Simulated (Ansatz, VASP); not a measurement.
## Ag in VASP and in Ansatz

Contents of INCAR:

```
PREC     = Accurate       # precision mode
ENCUT    = 500            # plane-wave cutoff, eV
EDIFF    = 1E-6           # SCF threshold, eV
ISMEAR   = -1             # smearing method
SIGMA    = 0.1            # smearing width, eV
LREAL    = False          # projectors in reciprocal space
LASPH    = True           # aspherical terms in the spheres
NELM     = 120            # most SCF steps
ALGO     = Normal         # electronic algorithm
ISIF     = 2              # what is computed and relaxed
LWAVE    = False          # write WAVECAR
LCHARG   = False          # write CHGCAR
GGA      = PE             # functional
NBANDS   = 12             # bands
GGA_COMPAT= False
```

KPOINTS

```
Automatic mesh
0
Gamma
  15 15 15
```

Contents of POSCAR:

```
Ag
1.0
   -1.7152566264      1.7152566264      1.7152566264
    1.7152566264     -1.7152566264      1.7152566264
    1.7152566264      1.7152566264     -1.7152566264
Ag
1
Direct
    0.0000000000      0.0000000000      0.0000000000
```

Input for Ansatz:

```yaml
crystal:
  lattice:
    - [-1.7152566264, 1.7152566264, 1.7152566264]
    - [1.7152566264, -1.7152566264, 1.7152566264]
    - [1.7152566264, 1.7152566264, -1.7152566264]
  atoms:
    - { symbol: Ag, position: [0.0, 0.0, 0.0] }
hamiltonian:
  xc: pbe
  pseudopotentials:
    kind: paw
    azcp:
      Ag: "pseudopotentials/Ag.paw.azcp"
basis:
  ecutwfc: 420
  fft_grid_basis: typed
kpoints:
  mp_grid: { grid: [15, 15, 15], shift: [0, 0, 0] }
magnetization:
  spin_polarized: false
scf:
  occupations: { method: fermi_dirac, width: 0.1 }
  lower_state_search: "off"
output:
  stress: true
  write_density: true
  write_potential: true
  elf: true
  volumetric_format: npy
```

Alike in both runs: task single point; functional PBE; k mesh 15 × 15 × 15; occupations fermi-dirac, width 0.1 eV; no spin polarisation.

```csv
,VASP,Ansatz
version,VASP 6.6.1,Ansatz 0.2.0
potentials or method,"VASP PAW PBE potentials, release 64 (Ag), cutoff 500 eV","plane waves (420 eV) with PAW, scalar-relativistic"
valence electrons in the cell,11,19
```

|  | VASP | Ansatz | Ansatz less VASP |
| --- | --- | --- | --- |
| pressure (GPa) | -7.4 | -7.4 | -0.01 |

VASP's potentials hold 11 valence electrons a cell and Ansatz's 19, so a difference there can come from the potentials and not from the codes.
